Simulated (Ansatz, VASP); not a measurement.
ZnSe: VASP beside Ansatz

```
CELL_PARAMETERS angstrom
3.96250 0.00000 0.00000
0.00000 3.96250 0.00000
0.00000 0.00000 5.44129
ATOMIC_POSITIONS crystal
Zn 0.00000 0.00000 0.00000
Zn 0.50000 0.50000 0.00000
Se 0.00000 0.50000 0.25008
Se 0.50000 0.00000 0.74992
```

Alike in both runs: task single point; functional PBEsol; k mesh 8 × 8 × 6; occupations gaussian, width 0.05 eV; no spin polarisation.

|  | VASP | Ansatz |
| --- | --- | --- |
| version | VASP 6.6.1 | Ansatz 0.2.0 |
| potentials or method | VASP PAW PBE potentials, release 64 (Zn, Se), cutoff 520 eV | scalar-relativistic, plane waves, PAW |
| valence electrons in the cell | 36 | 56 |

VASP gave:

- gap on the k mesh at the Fermi level (eV): 1.49
- least direct gap on the mesh (eV): 1.49
- pressure (GPa): 8.5
- traceless stress, the component that is largest in VASP (GPa): 0.45
- rms of the force components (eV/Å): 0.720

Q: Which values does Ansatz return?

A: gap on the k mesh at the Fermi level (eV): 1.51; least direct gap on the mesh (eV): 1.51; pressure (GPa): 8.1; traceless stress, the component that is largest in VASP (GPa): 0.48; rms of the force components (eV/Å): 0.689.

VASP's potentials were made for PBE, not for PBEsol, and Ansatz warns of the same on its side. Atom by atom the forces differ by 0.030 eV/Å (rms over components). VASP's potentials hold 36 valence electrons a cell and Ansatz's 56, so a difference there can come from the potentials and not from the codes.
